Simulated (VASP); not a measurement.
# Ir (Immm) in VASP: single point with LDA

Aim: the single point of Ir with LDA.

Everything below comes from runs of VASP 6.6.1. Logs are shortened: lines on timing, memory, paths and dates and some standing lists are left out, and cuts for length are marked.

## 1. The cell of the first run

The structure is orthorhombic, space group Immm (No. 71). The conventional cell has a = 2.621 Å, b = 2.769 Å, c = 3.811 Å, α = 90.00°, β = 90.00°, γ = 90.00°. Ir (site symmetry mmm) has 12 Ir at 2.62 to 2.77 Å within 3.5 Å.

## 2. Single point, LDA (engineering shear strain xz -0.0550, engineering shear strain yz +0.0000)

File INCAR:

```
SYSTEM = Ir
PREC = Accurate
ENCUT = 560
EDIFF = 1E-6
ISMEAR = 0
SIGMA = 0.15
LREAL = .FALSE.
LASPH = .TRUE.
NELM = 120
ALGO = Normal
ISIF = 2
LWAVE = .FALSE.
LCHARG = .FALSE.
GGA = CA
NBANDS = 14
GGA_COMPAT = .FALSE.
```

File KPOINTS:

```
regular mesh
0
G
  20 20 20
  0 0 0
```

File POSCAR:

```
Ir
1.0
   -0.0523986334      1.9054048527      1.9054048527
    1.8530062193      0.0000000000      1.8530062193
    1.9054048527      1.9054048527     -0.0523986334
Ir
1
Direct
    0.0000000000      0.0000000000      0.0000000000
```

Potentials or basis: VASP PAW LDA potentials, release 64 (Ir_sv_GW).

Command:

```console
> cat potpaw_LDA.64/Ir_sv_GW/POTCAR > POTCAR
> mpirun -np 1 vasp_std > vasp.out
```

OUTCAR:

```text
SYSTEM = Ir
   PREC = Accurate
   ENCUT = 560
   EDIFF = 1E-6
   ISMEAR = 0
   LREAL = .FALSE.
   LASPH = .TRUE.
   NELM = 120
   ISIF = 2
   GGA = CA

 ion  position               nearest neighbor table
   1  0.000  0.000  0.000-

  LATTYP: Found a body centered orthorhombic cell.
 ALAT       =     2.6205465265
 B/A-ratio  =     1.0565552699
 C/A-ratio  =     1.4542041772

  Lattice vectors:

 A1 = (   1.9054048527,  -1.9054048527,  -0.0523986334)
 A2 = (  -1.9054048527,  -1.9054048527,   0.0523986334)
 A3 = (   0.0523986334,   1.9054048527,  -1.9054048527)

Analysis of symmetry for initial positions (statically):
=====================================================================
 Subroutine PRICEL returns:
 Original cell was already a primitive cell.

 Routine SETGRP: Setting up the symmetry group for a
 body centered orthorhombic supercell.

 Subroutine GETGRP returns: Found  8 space group operations
 (whereof  8 operations were pure point group operations)
 out of a pool of  8 trial point group operations.

The static configuration has the point symmetry D_2h.

Analysis of symmetry for dynamics (positions and initial velocities):
=====================================================================
 Subroutine PRICEL returns:
 Original cell was already a primitive cell.

 Routine SETGRP: Setting up the symmetry group for a
 body centered orthorhombic supercell.

 Subroutine GETGRP returns: Found  8 space group operations
 (whereof  8 operations were pure point group operations)
 out of a pool of  8 trial point group operations.

The dynamic configuration has the point symmetry D_2h.

 Subroutine INISYM returns: Found  8 space group operations
 (whereof  8 operations are pure point group operations),
 and found     1 'primitive' translations

----------------------------------------------------------------------------------------

                                     Primitive cell

  volume of cell :      13.8249

  direct lattice vectors                    reciprocal lattice vectors
    -0.052398633  1.905404853  1.905404853    -0.255388247  0.262411424  0.255388247
     1.853006219  0.000000000  1.853006219     0.269831798 -0.262411424  0.269831798
     1.905404853  1.905404853 -0.052398633     0.255388247  0.262411424 -0.255388247

  length of vectors
     2.695158793  2.620546526  2.695158793     0.446437082  0.463117862  0.446437082

  position of ions in fractional coordinates (direct lattice)
     0.000000000  0.000000000  0.000000000

  ion indices of the primitive-cell ions
   primitive index   ion index
                 1           1

----------------------------------------------------------------------------------------

 KPOINTS: regular mesh

Automatic generation of k-mesh.
 Grid dimensions read from file:
 generate k-points for:   20   20   20

 Generating k-lattice:

  Cartesian coordinates                     Fractional coordinates (reciprocal lattice)
    -0.012769412  0.013120571  0.012769412     0.050000000  0.000000000 -0.000000000
     0.013491590 -0.013120571  0.013491590    -0.000000000  0.050000000 -0.000000000
     0.012769412  0.013120571 -0.012769412    -0.000000000  0.000000000  0.050000000

  Length of vectors
     0.022321854  0.023155893  0.022321854

  Shift w.r.t. Gamma in fractional coordinates (k-lattice)
     0.000000000  0.000000000  0.000000000

 Subroutine IBZKPT returns following result:
 ===========================================

 Found   1166 irreducible k-points:

 Following reciprocal coordinates:
            Coordinates               Weight
  0.000000  0.000000  0.000000      1.000000
  0.050000  0.000000 -0.000000      4.000000
  0.100000  0.000000 -0.000000      4.000000
  0.150000  0.000000 -0.000000      4.000000
  0.200000  0.000000 -0.000000      4.000000
  0.250000  0.000000 -0.000000      4.000000
[... 16 lines left out ...]
 -0.450000  0.050000  0.000000      8.000000
 -0.400000  0.050000  0.000000      8.000000
 [... further k-points ...]
   k-points           NKPTS =   1166   k-points in BZ     NKDIM =   1166   number of bands    NBANDS=     14
   number of dos      NEDOS =    301   number of ions     NIONS =      1
   total plane-waves  NPLWV =  11520
   dimension x,y,z NGX =    24 NGY =   20 NGZ =   24
   dimension x,y,z NGXF=    48 NGYF=   40 NGZF=   48
   ions per type =               1
   NGX,Y,Z   is equivalent  to a cutoff of  14.80, 12.69, 14.80 a.u.
   NGXF,Y,Z  is equivalent  to a cutoff of  29.61, 25.38, 29.61 a.u.
 SYSTEM =  Ir
   PREC   = accura    normal or accurate (medium, high low for compatibility)
   ISTART =      0    job   : 0-new  1-cont  2-samecut
   ICHARG =      2    charge: 1-file 2-atom 10-const
   ISPIN  =      1    spin polarized calculation?
   LNONCOLLINEAR =      F non collinear calculations
   LSORBIT =      F    spin-orbit coupling
   LASPH  =      T    aspherical Exc in radial PAW
   ENCUT  =  560.0 eV  41.16 Ry    6.42 a.u.   5.20  5.06  5.20*2*pi/ulx,y,z
   NELM   =    120;   NELMIN=  2; NELMDL= -5     # of ELM steps
   EDIFF  = 0.1E-05   stopping-criterion for ELM
   LREAL  =      F    real-space projection
   EDIFFG = 0.1E-04   stopping-criterion for IOM
   NSW    =      0    number of steps for IOM
   IBRION =     -1    ionic relax: 0-MD 1-quasi-New 2-CG
   NFREE  =      0    steps in history (QN), initial steepest desc. (CG)
   ISIF   =      2    stress and relaxation
   ISYM   =      2    0-nonsym 1-usesym 2-fastsym
   POTIM  = 0.5000    time-step for ionic-motion
   TEBEG  =    0.0;   TEEND  =   0.0 temperature during run
   PSTRESS=    0.0 pullay stress
   NELECT =      17.0000    total number of electrons
   NUPDOWN=      -1.0000    fix difference up-down
   EMIN   =  10.00;   EMAX   =-10.00  energy-range for DOS
   EFERMI =   0.00;   METHOD = LEGACY
   ISMEAR =     0;   SIGMA  =   0.15  broadening in eV -4-tet -1-fermi 0-gaus
   EFERMI_NEDOS =   21; number of points for ismear=-14 and -15
   IALGO  =     38    algorithm
   IMIX   =      4    mixing-type and parameters
     AMIX     =   0.40;   BMIX     =  1.00
     AMIX_MAG =   1.60;   BMIX_MAG =  1.00
  volume/ion in A,a.u.               =      13.82        93.30
  Fermi-wavevector in a.u.,A,eV,Ry     =   1.753894  3.314379 41.853492  3.076145
  Thomas-Fermi vector in A             =   2.823941
   LORBIT       =      0    0 simple, 1 ext, 2 COOP (PROOUT), +10 PAW based schemes
   GGA     = CA    functional components
   LHFCALC =     F    Hartree Fock is set to
   AEXX    =    0.0000 exact exchange contribution
   IVDW    =     0    specifies the selected vdW correction
   LEPSILON=     F    determine dielectric tensor
   LRPA    =     F    only Hartree local field effects (RPA)
 non-spin polarized calculation
 Gauss-broadening in eV      SIGMA  =   0.15
  energy-cutoff  :      560.00
  volume of cell :       13.82
 maximum number of plane-waves:       428
 NGX is ok and might be reduce to    24
   NGX = 11   NGY = 11   NGZ = 11

 number of electron      17.0000000 magnetization

 Free energy of the ion-electron system (eV)
  ---------------------------------------------------
  ext. energy  EPLUGINS =         0.00000000
  ---------------------------------------------------
  free energy    TOTEN  =       -10.87336146 eV

  energy without entropy =      -10.86458369  energy(sigma->0) =      -10.86897258

 E-fermi :  13.0573     XC(G=0): -14.9296

 val. band max:       13.0555306126   @ k =   0.4500   0.0000   0.3500
 cond. band min:      13.0582127896   @ k =   0.4000   0.5000   0.1000
 fundamental gap:      0.0026821770
 Fermi energy:        13.0572807306

 k-point     1 :       0.0000    0.0000    0.0000
  band No.  band energies     occupation
      1     -79.5004      2.00000
      2     -36.1656      2.00000
      3     -36.1393      2.00000
      4     -36.1030      2.00000
      5       1.7808      2.00000
      6       8.6333      2.00000
      7       8.9589      2.00000
      8       9.5275      2.00000
      9      11.9219      2.00000
     10      11.9414      2.00000
     11      26.6676      0.00000
     12      31.4747      0.00000
     13      32.3293      0.00000
     14      33.1930      0.00000

 k-point     2 :       0.0500    0.0000   -0.0000
  band No.  band energies     occupation
      1     -79.4988      2.00000
      2     -36.1814      2.00000
      3     -36.1464      2.00000
      4     -36.1059      2.00000
      5       1.8908      2.00000
      6       8.6173      2.00000
      7       8.9588      2.00000
      8       9.5739      2.00000
      9      11.9002      2.00000
     10      11.9151      2.00000
     11      26.8539      0.00000
     12      31.1677      0.00000
     13      32.3670      0.00000
     14      33.3701      0.00000

 k-point     3 :       0.1000    0.0000   -0.0000
  band No.  band energies     occupation
      1     -79.4941      2.00000
      2     -36.2382      2.00000
      3     -36.1558      2.00000
      4     -36.1142      2.00000
      5       2.2108      2.00000
      6       8.5356      2.00000
      7       8.9990      2.00000
      8       9.6974      2.00000
      9      11.8548      2.00000
     10      11.8561      2.00000
     11      27.3791      0.00000
     12      30.2107      0.00000
     13      32.8412      0.00000
     14      33.8914      0.00000
[... 324 lines left out ...]
 k-point    23 :      -0.4500    0.0500    0.0000
  band No.  band energies     occupation
      1     -79.4331      2.00000
      2     -36.9577      2.00000
      3     -36.2443      2.00000
      4     -36.2313      2.00000
      5       4.8015      2.00000
      6       8.6999      2.00000
      7       9.3803      2.00000
      8      11.4835      2.00000
      9      13.6527      0.00000
     10      14.6392      0.00000
     11      20.4263      0.00000
     12      26.8564      0.00000
     13      32.3320      0.00000
     14      33.1533      0.00000

 k-point    24 :      -0.4000    0.0500    0.0000
  band No.  band energies     occupation
      1     -79.4364      2.00000
      2     -36.9157      2.00000
      3     -36.2406      2.00000
      4     -36.2227      2.00000
      5       4.8020      2.00000
      6       8.7707      2.00000
      7       9.4518      2.00000
      8      10.7723      2.00000
      9      13.3102      0.01711
     10      14.3470      0.00000
     11      21.5290      0.00000
     12      27.1668      0.00000
     13      32.8619      0.00000
     14      33.8532      0.00000

 [... further k-points ...]

------------------------ aborting loop because EDIFF is reached ----------------------------------------

  FORCE on cell =-STRESS in cart. coord.  units (eV):
  Direction    XX          YY          ZZ          XY          YZ          ZX
  --------------------------------------------------------------------------------------
  -------------------------------------------------------------------------------------
  Total        0.1862010     -0.0290459      0.1862010      0.0000000      0.0000000      1.4456158
  in kB       21.5789002     -3.3661443     21.5789002      0.0000000      0.0000000    167.5329438
  external PRESSURE =      13.2638854 kB  Pullay stress =       0.0000000 kB

 VOLUME and BASIS-vectors are now :
 -----------------------------------------------------------------------------
  energy-cutoff  :      560.00
  volume of cell :       13.82
      direct lattice vectors                 reciprocal lattice vectors
    -0.052398633  1.905404853  1.905404853    -0.255388247  0.262411424  0.255388247
     1.853006219  0.000000000  1.853006219     0.269831798 -0.262411424  0.269831798
     1.905404853  1.905404853 -0.052398633     0.255388247  0.262411424 -0.255388247

 POSITION                                       TOTAL-FORCE (eV/Angst)
 -----------------------------------------------------------------------------------
      0.00000      0.00000      0.00000         0.000000      0.000000     -0.000000
 -----------------------------------------------------------------------------------
    total drift:                                0.000000      0.000000      0.000000

  FREE ENERGIE OF THE ION-ELECTRON SYSTEM (eV)
  ---------------------------------------------------
  free  energy   TOTEN  =       -10.8733614595 eV

  energy  without entropy=      -10.8645836921  energy(sigma->0) =      -10.86897258
```

Run time: 79 s. Hardware: 1 thread of Intel Xeon 6975P-C (Granite Rapids), shared host; peak memory 0.35 GiB.

Results:

```yaml
Free_energy: -10.8734 eV
Pressure: 1.3 GPa
Band_gap_on_the_k_mesh: zero (an odd number of electrons rules out a gap without spin polarisation)
```

Caveat: the cell differs from its parent crystal (engineering shear strain xz -0.0550, engineering shear strain yz +0.0000); spin-orbit coupling is left out, which moves the levels of the heavy elements.
